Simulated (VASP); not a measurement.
# Mg (P6_3/mmc) in VASP: notebook

Runs on Mg. Level: LDA. Tasks: single point, relaxation of volume and atoms at fixed shape.

Program: VASP 6.6.1. These are calculated values, not measurements. Logs are shortened: lines on timing, memory, paths and dates and some standing lists are left out, and cuts for length are marked.

### 1 The cell of the first run

The structure is hexagonal, space group P6_3/mmc (No. 194). The conventional cell has a = 3.139 Å, b = 3.139 Å, c = 5.096 Å, α = 90.00°, β = 90.00°, γ = 120.00°. Within 4.1 Å of Mg (site symmetry -6m2) lie 12 Mg at 3.13 to 3.14 Å.

### 2 Single point, LDA

INCAR reads:

```
ALGO = Normal
EDIFF = 1E-7
ENCUT = 520
GGA = CA
ISIF = 2
ISMEAR = 1
LASPH = T
LCHARG = T
LELF = T
LREAL = F
LVHAR = T
LWAVE = F
NBANDS = 9
NELM = 80
PREC = Accurate
SIGMA = 0.05
```

KPOINTS reads:

```
k-points
0
Gamma
  7 7 4
```

POSCAR reads:

```
Mg
1.0
    3.1386952316      0.0000000000      0.0000000000
   -1.5693476158      2.7181898053      0.0000000000
    0.0000000000      0.0000000000      5.0956688441
Mg
2
Direct
    0.3333333333      0.6666666667      0.2500000000
    0.6666666667      0.3333333333      0.7500000000
```

Potentials or basis: VASP PAW LDA potentials, release 64 (Mg).

On the command line:

```console
> cat potpaw_LDA.64/Mg/POTCAR > POTCAR
> mpirun -np 1 vasp_std > vasp.out
```

OUTCAR:

```text
EDIFF = 1E-7
   ENCUT = 520
   GGA = CA
   ISIF = 2
   ISMEAR = 1
   LASPH = T
   LREAL = F
   NELM = 80
   PREC = Accurate

 ion  position               nearest neighbor table
   1  0.333  0.667  0.250-   2 3.13   2 3.13   2 3.13   2 3.13   2 3.13   2 3.13
   2  0.667  0.333  0.750-   1 3.13   1 3.13   1 3.13   1 3.13   1 3.13   1 3.13

  LATTYP: Found a hexagonal cell.
 ALAT       =     3.1386952316
 C/A-ratio  =     1.6234990874

  Lattice vectors:

 A1 = (   3.1386952316,   0.0000000000,   0.0000000000)
 A2 = (  -1.5693476158,   2.7181898053,   0.0000000000)
 A3 = (   0.0000000000,   0.0000000000,   5.0956688441)

Analysis of symmetry for initial positions (statically):
=====================================================================
 Subroutine PRICEL returns:
 Original cell was already a primitive cell.

 Routine SETGRP: Setting up the symmetry group for a
 hexagonal supercell.

 Subroutine GETGRP returns: Found 24 space group operations
 (whereof 12 operations were pure point group operations)
 out of a pool of 24 trial point group operations.

The static configuration has the point symmetry D_3d.
 The point group associated with its full space group is D_6h.

Analysis of symmetry for dynamics (positions and initial velocities):
=====================================================================
 Subroutine PRICEL returns:
 Original cell was already a primitive cell.

 Routine SETGRP: Setting up the symmetry group for a
 hexagonal supercell.

 Subroutine GETGRP returns: Found 24 space group operations
 (whereof 12 operations were pure point group operations)
 out of a pool of 24 trial point group operations.

The dynamic configuration has the point symmetry D_3d.
 The point group associated with its full space group is D_6h.

 Subroutine INISYM returns: Found 24 space group operations
 (whereof 12 operations are pure point group operations),
 and found     1 'primitive' translations

----------------------------------------------------------------------------------------

                                     Primitive cell

  volume of cell :      43.4741

  direct lattice vectors                    reciprocal lattice vectors
     3.138695232  0.000000000  0.000000000     0.318603727  0.183945948  0.000000000
    -1.569347616  2.718189805  0.000000000     0.000000000  0.367891896  0.000000000
     0.000000000  0.000000000  5.095668844     0.000000000  0.000000000  0.196245092
[... 87 lines left out ...]
   IBRION =     -1    ionic relax: 0-MD 1-quasi-New 2-CG
   NFREE  =      0    steps in history (QN), initial steepest desc. (CG)
   ISIF   =      2    stress and relaxation
   ISYM   =      2    0-nonsym 1-usesym 2-fastsym
   POTIM  = 0.5000    time-step for ionic-motion
   TEBEG  =    0.0;   TEEND  =   0.0 temperature during run
   PSTRESS=    0.0 pullay stress
   NELECT =       4.0000    total number of electrons
   NUPDOWN=      -1.0000    fix difference up-down
   EMIN   =  10.00;   EMAX   =-10.00  energy-range for DOS
   EFERMI =   0.00;   METHOD = LEGACY
   ISMEAR =     1;   SIGMA  =   0.05  broadening in eV -4-tet -1-fermi 0-gaus
   EFERMI_NEDOS =   21; number of points for ismear=-14 and -15
   IALGO  =     38    algorithm
   IMIX   =      4    mixing-type and parameters
     AMIX     =   0.40;   BMIX     =  1.00
     AMIX_MAG =   1.60;   BMIX_MAG =  1.00
  volume/ion in A,a.u.               =      21.74       146.69
  Fermi-wavevector in a.u.,A,eV,Ry     =   0.739069  1.396637  7.431808  0.546222
  Thomas-Fermi vector in A             =   1.833143
   LORBIT       =      0    0 simple, 1 ext, 2 COOP (PROOUT), +10 PAW based schemes
   GGA     = CA    functional components
   LHFCALC =     F    Hartree Fock is set to
   AEXX    =    0.0000 exact exchange contribution
   IVDW    =     0    specifies the selected vdW correction
   LEPSILON=     F    determine dielectric tensor
   LRPA    =     F    only Hartree local field effects (RPA)
 non-spin polarized calculation
 Methfessel and Paxton  Order N= 1 SIGMA  =   0.05
  energy-cutoff  :      520.00
  volume of cell :       43.47
 maximum number of plane-waves:      1182
 NGX is ok and might be reduce to    24
   NGX = 11   NGY = 11   NGZ = 19

 number of electron       4.0000000 magnetization

 Free energy of the ion-electron system (eV)
  ---------------------------------------------------
  ext. energy  EPLUGINS =         0.00000000
  ---------------------------------------------------
  free energy    TOTEN  =        -3.63934771 eV

  energy without entropy =       -3.63865715  energy(sigma->0) =       -3.63911752

 E-fermi :   2.7376     XC(G=0):  -8.8570

 val. band max:        2.6568122903   @ k =   0.1429   0.1429   0.0000
 cond. band min:       2.7432611598   @ k =   0.4286   0.0000   0.2500
 fundamental gap:      0.0864488695
 Fermi energy:         2.7376171781

 k-point     1 :       0.0000    0.0000    0.0000
  band No.  band energies     occupation
      1      -4.3988      2.00000
      2       1.0196      2.00000
      3       1.4828      2.00000
      4      13.9720      0.00000
      5      13.9720      0.00000
      6      14.1246      0.00000
      7      14.1246      0.00000
      8      14.8933      0.00000
      9      16.6426      0.00000
[... 265 lines left out ...]
 k-point    24 :       0.2857    0.2857    0.5000
  band No.  band energies     occupation
      1       1.7861      2.00000
      2       1.7861      2.00000
      3       4.2126      0.00000
      4       4.2126      0.00000
      5       5.1401      0.00000
      6       5.1401      0.00000
      7      12.7604      0.00000
      8      12.7604      0.00000
      9      14.9987      0.00000

------------------------ aborting loop because EDIFF is reached ----------------------------------------

  FORCE on cell =-STRESS in cart. coord.  units (eV):
  Direction    XX          YY          ZZ          XY          YZ          ZX
  --------------------------------------------------------------------------------------
  -------------------------------------------------------------------------------------
  Total       -0.4106511     -0.4106511      0.5589430      0.0000000     -0.0000000      0.0000000
  in kB      -15.1339905    -15.1339905     20.5990870      0.0000000     -0.0000000      0.0000000
  external PRESSURE =      -3.2229646 kB  Pullay stress =       0.0000000 kB

 VOLUME and BASIS-vectors are now :
 -----------------------------------------------------------------------------
  energy-cutoff  :      520.00
  volume of cell :       43.47
      direct lattice vectors                 reciprocal lattice vectors
     3.138695232  0.000000000  0.000000000     0.318603727  0.183945948  0.000000000
    -1.569347616  2.718189805  0.000000000     0.000000000  0.367891896  0.000000000
     0.000000000  0.000000000  5.095668844     0.000000000  0.000000000  0.196245092

 POSITION                                       TOTAL-FORCE (eV/Angst)
 -----------------------------------------------------------------------------------
     -0.00000      1.81213      1.27392         0.000000     -0.000000      0.000000
      1.56935      0.90606      3.82175        -0.000000      0.000000      0.000000
 -----------------------------------------------------------------------------------
    total drift:                                0.000000     -0.000000      0.000000

  FREE ENERGIE OF THE ION-ELECTRON SYSTEM (eV)
  ---------------------------------------------------
  free  energy   TOTEN  =        -3.6393477070 eV

  energy  without entropy=       -3.6386571491  energy(sigma->0) =       -3.63911752
```

OSZICAR:

```text
N       E                     dE             d eps       ncg     rms          rms(c)
DAV:   1    -0.230784491242E+00   -0.23078E+00   -0.14342E+03   432   0.332E+02
DAV:   2    -0.362937807677E+01   -0.33986E+01   -0.30785E+01   575   0.287E+01
DAV:   3    -0.365996203876E+01   -0.30584E-01   -0.30578E-01   599   0.256E+00
DAV:   4    -0.366002688558E+01   -0.64847E-04   -0.64845E-04   526   0.114E-01
DAV:   5    -0.366002712001E+01   -0.23443E-06   -0.23421E-06   564   0.615E-03    0.905E-01
DAV:   6    -0.364842502907E+01    0.11602E-01   -0.62285E-04   469   0.133E-01    0.575E-01
DAV:   7    -0.363935629261E+01    0.90687E-02   -0.21629E-03   464   0.244E-01    0.288E-02
DAV:   8    -0.363934846913E+01    0.78235E-05   -0.17970E-05   594   0.217E-02    0.580E-03
DAV:   9    -0.363934772025E+01    0.74888E-06   -0.53792E-07   493   0.343E-03    0.543E-04
DAV:  10    -0.363934770697E+01    0.13277E-07   -0.22728E-09   310   0.314E-04
   1 F= -.36393477E+01 E0= -.36391175E+01  d E =-.690558E-03
```

stdout:

```text
POSCAR found type information on POSCAR Mg
 POSCAR found :  1 types and       2 ions
 scaLAPACK will be used
 LDA part: xc-table for (Slater(with rela. corr.)+CA(PZ))
 , standard interpolation
 POSCAR, INCAR and KPOINTS ok, starting setup
 FFT: planning ... GRIDC
 FFT: planning ... GRID_SOFT
 FFT: planning ... GRID
 WAVECAR not read
 entering main loop
```

Wall time 6.1 s (1 thread of AMD EPYC 9R14 (Zen 4), shared host); peak memory 0.11 GiB.

Results:

| Property | Result |
| --- | --- |
| Free energy | -3.6393 eV |
| Pressure | -0.3 GPa |
| Band gap on the k mesh | zero (band 2 reaches 3.55 eV, above the bottom of band 3 at 1.48 eV) |

Stress tensor (GPa, compression positive):
```
-1.51  0.00  0.00
 0.00 -1.51  0.00
 0.00  0.00  2.06
```

Levels at points of the mesh, in eV from the Fermi level:
| k point | band 1 | band 2 | band 3 | band 4 | band 5 | band 6 |
| --- | --- | --- | --- | --- | --- | --- |
| (0.00, 0.00, 0.00) | -7.14 | -1.72 | -1.25 | 11.23 | 11.23 | 11.39 |
| (0.00, 0.00, 0.50) | -5.70 | -5.70 | 5.20 | 5.20 | 11.98 | 11.98 |

### 3 Relaxation of volume and atoms at fixed shape, LDA

This run uses another cell than the first one, of 23.24 Å³/atom, 1.069 times its volume.

INCAR reads:

```
  PREC = Accurate
  ENCUT = 600
  EDIFF = 1E-7
  ISMEAR = 1
  SIGMA = 0.05
  LREAL = False
  LASPH = True
  NELM = 60
  ALGO = Normal
  ISIF = 8
  LWAVE = False
  LCHARG = False
  GGA = CA
  IBRION = 2
  NSW = 80
  EDIFFG = -0.01
```

KPOINTS reads:

```
Automatic mesh
0
Gamma
  7 7 4
```

POSCAR reads:

```
Mg
1.0
    3.2093000000      0.0000000000      0.0000000000
   -1.6046500000      2.7793400000      0.0000000000
    0.0000000000      0.0000000000      5.2103000000
Mg
2
Direct
    0.3333333333      0.6666666667      0.2500000000
    0.6666666667      0.3333333333      0.7500000000
```

Potentials or basis: VASP PAW LDA potentials, release 64 (Mg).

On the command line:

```console
> cat potpaw_LDA.64/Mg/POTCAR > POTCAR
> mpirun -np 1 vasp_std > vasp.out
```

It took 11 s on 1 thread of AMD EPYC 9R14 (Zen 4), shared host; peak memory 0.12 GiB.

Results (log left out):

```yaml
Free_energy: -3.6398 eV
Relaxed_volume: 21.58 Å³/atom
Relaxed_cell: a = 3.131 Å, b = 3.131 Å, c = 5.083 Å, α = 90.00°, β = 90.00°, γ = 120.00°
Space_group_after_relaxing_to_0.05_Å: P6_3/mmc (No. 194)
Energy_gained_by_relaxing: 14.6 meV/atom
Ionic_steps: 3
Pressure_after_relaxing: 0.0 GPa
Band_gap_on_the_k_mesh: zero (band 2 reaches 3.59 eV, above the bottom of band 3 at 1.52 eV)
```

Stress tensor (GPa, compression positive):
```
-1.24  0.00  0.00
 0.00 -1.24  0.00
 0.00  0.00  2.38
```

The path:
| step | energy change (eV) | largest force (eV/Å) | pressure (GPa) | volume (Å³) |
| --- | --- | --- | --- | --- |
| 1 | 0.0000 | 0.0000 | -2.64 | 46.47 |
| 2 | -0.0274 | 0.0000 | -0.74 | 43.95 |
| 3 | -0.0293 | 0.0000 | -0.03 | 43.16 |

Final structure:
```yaml
crystal:
  lattice:
    - [3.13119, 0.00000, 0.00000]
    - [-1.56560, 2.71170, 0.00000]
    - [0.00000, 0.00000, 5.08349]
  atoms:
    - { symbol: Mg, position: [0.33333, 0.66667, 0.25000] }
    - { symbol: Mg, position: [0.66667, 0.33333, 0.75000] }
```

Levels at points of the mesh, in eV from the Fermi level:
```tsv
k point	band 1	band 2	band 3	band 4	band 5	band 6
(0.00, 0.00, 0.00)	-7.17	-1.73	-1.26	11.27	11.27	11.44
(0.00, 0.00, 0.50)	-5.72	-5.72	5.22	5.22	12.02	12.02
```

LDA usually gives volumes a few per cent too small. Zero-point motion and thermal expansion aren't in these numbers.
